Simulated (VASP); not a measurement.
# LaB6 in VASP: further runs

LaB6 is run at these levels: PBEsol; tasks: single point, relaxation of cell and atoms.

Program: VASP 6.6.1. These are calculated values, not measurements. Logs are shortened: lines on timing, memory, paths and dates and some standing lists are left out, and cuts for length are marked.

### Step 1. The cell of the first run

It takes space group Pm-3m (No. 221, cubic). Conventional cell: a = 4.131 Å, b = 4.131 Å, c = 4.131 Å, α = 90.00°, β = 90.00°, γ = 90.00°. Within 4.2 Å of La (site symmetry m-3m) lie 24 B at 3.03 Å and 6 La at 4.13 Å. B (site symmetry 4mm) has 5 B at 1.65 to 1.75 Å within 2.2 Å.

### Step 2. Single point, PBEsol

INCAR reads:

```
PREC = Accurate
ENCUT = 520
EDIFF = 1E-7
ISMEAR = -1
SIGMA = 0.05
LREAL = False
LASPH = True
NELM = 100
ALGO = Normal
ISIF = 2
LWAVE = False
LCHARG = False
GGA = PS
NBANDS = 24
```

KPOINTS reads:

```
Automatic mesh
0
Gamma
  7 7 7
```

POSCAR reads:

```
LaB6
1.0
    4.1305681907      0.0000000000      0.0000000000
    0.0000000000      4.1305681907      0.0000000000
    0.0000000000      0.0000000000      4.1305681907
La B
1 6
Direct
    0.0000000000      0.0000000000      0.0000000000
    0.5000000000      0.5000000000      0.8003876396
    0.5000000000      0.5000000000      0.1996123604
    0.5000000000      0.8003876396      0.5000000000
    0.8003876396      0.5000000000      0.5000000000
    0.5000000000      0.1996123604      0.5000000000
    0.1996123604      0.5000000000      0.5000000000
```

Potentials or basis: VASP PAW PBE potentials, release 64 (La, B).

Run with:

```bash
$ cat potpaw_PBE.64/La/POTCAR potpaw_PBE.64/B/POTCAR > POTCAR
$ mpirun -np 1 vasp_std > vasp.out
```

OUTCAR:

```text
PREC = Accurate
   ENCUT = 520
   EDIFF = 1E-7
   ISMEAR = -1
   LREAL = False
   LASPH = True
   NELM = 100
   ISIF = 2
   GGA = PS

 ion  position               nearest neighbor table
   1  0.000  0.000  0.000-
   2  0.500  0.500  0.800-   3 1.65   4 1.75   5 1.75   6 1.75   7 1.75
   3  0.500  0.500  0.200-   2 1.65   4 1.75   5 1.75   6 1.75   7 1.75
   4  0.500  0.800  0.500-   6 1.65   3 1.75   5 1.75   2 1.75   7 1.75
   5  0.800  0.500  0.500-   7 1.65   3 1.75   4 1.75   6 1.75   2 1.75
   6  0.500  0.200  0.500-   4 1.65   3 1.75   2 1.75   5 1.75   7 1.75
   7  0.200  0.500  0.500-   5 1.65   3 1.75   4 1.75   2 1.75   6 1.75

  LATTYP: Found a simple cubic cell.
 ALAT       =     4.1305681907

  Lattice vectors:

 A1 = (   4.1305681907,   0.0000000000,   0.0000000000)
 A2 = (   0.0000000000,   4.1305681907,   0.0000000000)
 A3 = (   0.0000000000,   0.0000000000,   4.1305681907)

Analysis of symmetry for initial positions (statically):
=====================================================================
 Subroutine PRICEL returns:
 Original cell was already a primitive cell.

 Routine SETGRP: Setting up the symmetry group for a
 simple cubic supercell.

 Subroutine GETGRP returns: Found 48 space group operations
 (whereof 48 operations were pure point group operations)
 out of a pool of 48 trial point group operations.

The static configuration has the point symmetry O_h .

Analysis of symmetry for dynamics (positions and initial velocities):
=====================================================================
 Subroutine PRICEL returns:
 Original cell was already a primitive cell.

 Routine SETGRP: Setting up the symmetry group for a
 simple cubic supercell.

 Subroutine GETGRP returns: Found 48 space group operations
 (whereof 48 operations were pure point group operations)
 out of a pool of 48 trial point group operations.

The dynamic configuration has the point symmetry O_h .

 Subroutine INISYM returns: Found 48 space group operations
 (whereof 48 operations are pure point group operations),
 and found     1 'primitive' translations

----------------------------------------------------------------------------------------

                                     Primitive cell

  volume of cell :      70.4741

  direct lattice vectors                    reciprocal lattice vectors
     4.130568191  0.000000000  0.000000000     0.242097444  0.000000000  0.000000000
     0.000000000  4.130568191  0.000000000     0.000000000  0.242097444  0.000000000
     0.000000000  0.000000000  4.130568191     0.000000000  0.000000000  0.242097444

  length of vectors
     4.130568191  4.130568191  4.130568191     0.242097444  0.242097444  0.242097444

  position of ions in fractional coordinates (direct lattice)
     0.000000000  0.000000000  0.000000000
     0.500000000  0.500000000  0.800387640
     0.500000000  0.500000000  0.199612360
     0.500000000  0.800387640  0.500000000
     0.800387640  0.500000000  0.500000000
     0.500000000  0.199612360  0.500000000
     0.199612360  0.500000000  0.500000000

  ion indices of the primitive-cell ions
   primitive index   ion index
                 1           1
                 2           2
                 3           3
                 4           4
                 5           5
                 6           6
                 7           7

----------------------------------------------------------------------------------------

 KPOINTS: Automatic mesh

Automatic generation of k-mesh.
 Grid dimensions read from file:
 generate k-points for:    7    7    7

 Generating k-lattice:

  Cartesian coordinates                     Fractional coordinates (reciprocal lattice)
     0.034585349  0.000000000  0.000000000     0.142857143  0.000000000  0.000000000
     0.000000000  0.034585349  0.000000000     0.000000000  0.142857143  0.000000000
     0.000000000  0.000000000  0.034585349     0.000000000  0.000000000  0.142857143

  Length of vectors
     0.034585349  0.034585349  0.034585349

  Shift w.r.t. Gamma in fractional coordinates (k-lattice)
     0.000000000  0.000000000  0.000000000

 Subroutine IBZKPT returns following result:
 ===========================================

 Found     20 irreducible k-points:

 Following reciprocal coordinates:
            Coordinates               Weight
  0.000000  0.000000  0.000000      1.000000
  0.142857  0.000000  0.000000      6.000000
  0.285714  0.000000  0.000000      6.000000
  0.428571  0.000000  0.000000      6.000000
  0.142857  0.142857  0.000000     12.000000
  0.285714  0.142857  0.000000     24.000000
[... 12 lines left out ...]
  0.428571  0.428571  0.285714     24.000000
  0.428571  0.428571  0.428571      8.000000
   k-points           NKPTS =     20   k-points in BZ     NKDIM =     20   number of bands    NBANDS=     24
   number of dos      NEDOS =    301   number of ions     NIONS =      7
   total plane-waves  NPLWV =  32768
   dimension x,y,z NGX =    32 NGY =   32 NGZ =   32
   dimension x,y,z NGXF=    64 NGYF=   64 NGZF=   64
   ions per type =               1   6
   NGX,Y,Z   is equivalent  to a cutoff of  12.88, 12.88, 12.88 a.u.
   NGXF,Y,Z  is equivalent  to a cutoff of  25.76, 25.76, 25.76 a.u.
 SYSTEM =  unknown system
   PREC   = accura    normal or accurate (medium, high low for compatibility)
   ISTART =      0    job   : 0-new  1-cont  2-samecut
   ICHARG =      2    charge: 1-file 2-atom 10-const
   ISPIN  =      1    spin polarized calculation?
   LNONCOLLINEAR =      F non collinear calculations
   LSORBIT =      F    spin-orbit coupling
   LASPH  =      T    aspherical Exc in radial PAW
   ENCUT  =  520.0 eV  38.22 Ry    6.18 a.u.   7.68  7.68  7.68*2*pi/ulx,y,z
   NELM   =    100;   NELMIN=  2; NELMDL= -5     # of ELM steps
   EDIFF  = 0.1E-06   stopping-criterion for ELM
   LREAL  =      F    real-space projection
   EDIFFG = 0.1E-05   stopping-criterion for IOM
   NSW    =      0    number of steps for IOM
   IBRION =     -1    ionic relax: 0-MD 1-quasi-New 2-CG
   NFREE  =      0    steps in history (QN), initial steepest desc. (CG)
   ISIF   =      2    stress and relaxation
   ISYM   =      2    0-nonsym 1-usesym 2-fastsym
   POTIM  = 0.5000    time-step for ionic-motion
   TEBEG  =    0.0;   TEEND  =   0.0 temperature during run
   PSTRESS=    0.0 pullay stress
   NELECT =      29.0000    total number of electrons
   NUPDOWN=      -1.0000    fix difference up-down
   EMIN   =  10.00;   EMAX   =-10.00  energy-range for DOS
   EFERMI =   0.00;   METHOD = LEGACY
   ISMEAR =    -1;   SIGMA  =   0.05  broadening in eV -4-tet -1-fermi 0-gaus
   EFERMI_NEDOS =   21; number of points for ismear=-14 and -15
   IALGO  =     38    algorithm
   IMIX   =      4    mixing-type and parameters
     AMIX     =   0.40;   BMIX     =  1.00
     AMIX_MAG =   1.60;   BMIX_MAG =  1.00
  volume/ion in A,a.u.               =      10.07        67.94
  Fermi-wavevector in a.u.,A,eV,Ry     =   1.217674  2.301070 20.173766  1.482730
  Thomas-Fermi vector in A             =   2.352986
   LORBIT       =      0    0 simple, 1 ext, 2 COOP (PROOUT), +10 PAW based schemes
   GGA     = PS    functional components
   LHFCALC =     F    Hartree Fock is set to
   AEXX    =    0.0000 exact exchange contribution
   IVDW    =     0    specifies the selected vdW correction
   LEPSILON=     F    determine dielectric tensor
   LRPA    =     F    only Hartree local field effects (RPA)
 non-spin polarized calculation
  energy-cutoff  :      520.00
  volume of cell :       70.47
 maximum number of plane-waves:      1916
 NGX is ok and might be reduce to    32
   NGX = 15   NGY = 15   NGZ = 15

 number of electron      29.0000002 magnetization

 Free energy of the ion-electron system (eV)
  ---------------------------------------------------
  ext. energy  EPLUGINS =         0.00000000
  ---------------------------------------------------
  free energy    TOTEN  =       -51.51489467 eV

  energy without entropy =      -51.49914029  energy(sigma->0) =      -51.50701748

 E-fermi :   8.6443     XC(G=0): -11.4478

 val. band max:        8.5800267312   @ k =   0.1429   0.1429   0.0000
 cond. band min:       8.6682166343   @ k =   0.2857   0.2857   0.0000
 fundamental gap:      0.0881899031
 Fermi energy:         8.6443014466

 k-point     1 :       0.0000    0.0000    0.0000
  band No.  band energies     occupation
      1     -24.2996      2.00000
      2      -8.0550      2.00000
      3      -8.0550      2.00000
      4      -8.0550      2.00000
      5      -6.9744      2.00000
      6       0.6490      2.00000
[... 16 lines left out ...]
     23      10.8202      0.00000
     24      11.9520      0.00000

 k-point     2 :       0.1429    0.0000    0.0000
  band No.  band energies     occupation
      1     -24.2945      2.00000
      2      -8.2893      2.00000
      3      -8.0382      2.00000
      4      -8.0382      2.00000
      5      -6.7323      2.00000
      6      -0.2750      2.00000
[... 16 lines left out ...]
     23      10.9497      0.00000
     24      11.8398      0.00000

 k-point     3 :       0.2857    0.0000    0.0000
  band No.  band energies     occupation
      1     -24.2829      2.00000
      2      -8.6597      2.00000
      3      -7.9998      2.00000
      4      -7.9998      2.00000
      5      -6.3180      2.00000
      6      -1.3103      2.00000
[... 16 lines left out ...]
     23      11.1882      0.00000
     24      11.1882      0.00000
[... 406 lines left out ...]
 k-point    19 :       0.4286    0.4286    0.2857
  band No.  band energies     occupation
      1     -24.2333      2.00000
      2      -8.4310      2.00000
      3      -8.4054      2.00000
      4      -8.1984      2.00000
      5      -6.2601      2.00000
      6      -1.1215      2.00000
[... 16 lines left out ...]
     23      12.3372      0.00000
     24      12.5303      0.00000

 k-point    20 :       0.4286    0.4286    0.4286
  band No.  band energies     occupation
      1     -24.2247      2.00000
      2      -8.3685      2.00000
      3      -8.3496      2.00000
      4      -8.3496      2.00000
      5      -6.1785      2.00000
      6      -1.3197      2.00000
[... 16 lines left out ...]
     23      12.7679      0.00000
     24      12.9357      0.00000

------------------------ aborting loop because EDIFF is reached ----------------------------------------

  FORCE on cell =-STRESS in cart. coord.  units (eV):
  Direction    XX          YY          ZZ          XY          YZ          ZX
  --------------------------------------------------------------------------------------
  -------------------------------------------------------------------------------------
  Total        0.0486404      0.0486404      0.0486404     -0.0000000      0.0000000     -0.0000000
  in kB        1.1058045      1.1058045      1.1058045     -0.0000000      0.0000000     -0.0000000
  external PRESSURE =       1.1058045 kB  Pullay stress =       0.0000000 kB

 VOLUME and BASIS-vectors are now :
 -----------------------------------------------------------------------------
  energy-cutoff  :      520.00
  volume of cell :       70.47
      direct lattice vectors                 reciprocal lattice vectors
     4.130568191  0.000000000  0.000000000     0.242097444  0.000000000  0.000000000
     0.000000000  4.130568191  0.000000000     0.000000000  0.242097444  0.000000000
     0.000000000  0.000000000  4.130568191     0.000000000  0.000000000  0.242097444

 POSITION                                       TOTAL-FORCE (eV/Angst)
 -----------------------------------------------------------------------------------
      0.00000      0.00000      0.00000         0.000000      0.000000     -0.000000
      2.06528      2.06528      3.30606         0.000000      0.000000      0.028891
      2.06528      2.06528      0.82451        -0.000000     -0.000000     -0.028891
      2.06528      3.30606      2.06528        -0.000000      0.028891     -0.000000
      3.30606      2.06528      2.06528         0.028891      0.000000     -0.000000
      2.06528      0.82451      2.06528         0.000000     -0.028891      0.000000
      0.82451      2.06528      2.06528        -0.028891     -0.000000      0.000000
 -----------------------------------------------------------------------------------
    total drift:                               -0.000000     -0.000000     -0.000000

  FREE ENERGIE OF THE ION-ELECTRON SYSTEM (eV)
  ---------------------------------------------------
  free  energy   TOTEN  =       -51.5148946704 eV

  energy  without entropy=      -51.4991402889  energy(sigma->0) =      -51.50701748
```

Wall time 54 s (1 thread of Intel Xeon Platinum 8259CL at 2.50GHz (Skylake/Cascade Lake), shared host); peak memory 0.19 GiB.

What came out:

```
Free energy            : -51.5149 eV
Pressure               : 0.1 GPa
Largest force          : 0.029 eV/Å
Band gap on the k mesh : zero (an odd number of electrons rules out a gap without spin polarisation)
```

Forces in eV/Å, atoms in the order of the input:
```
La   0.000  0.000  0.000
B    0.000  0.000  0.029
B    0.000  0.000 -0.029
B    0.000  0.029  0.000
B    0.029  0.000  0.000
B    0.000 -0.029  0.000
B   -0.029  0.000  0.000
```

Caveat: the PAW data sets were made with another functional, which shifts forces and pressure a little; spin-orbit coupling is left out, which moves the levels of the heavy elements; an odd number of electrons without spin polarisation forces a metal; a magnetic or distorted state may lie lower.

[end of part 1 of 2]

The gap in the log of VASP goes by the Fermi energy; the results here count the filled bands.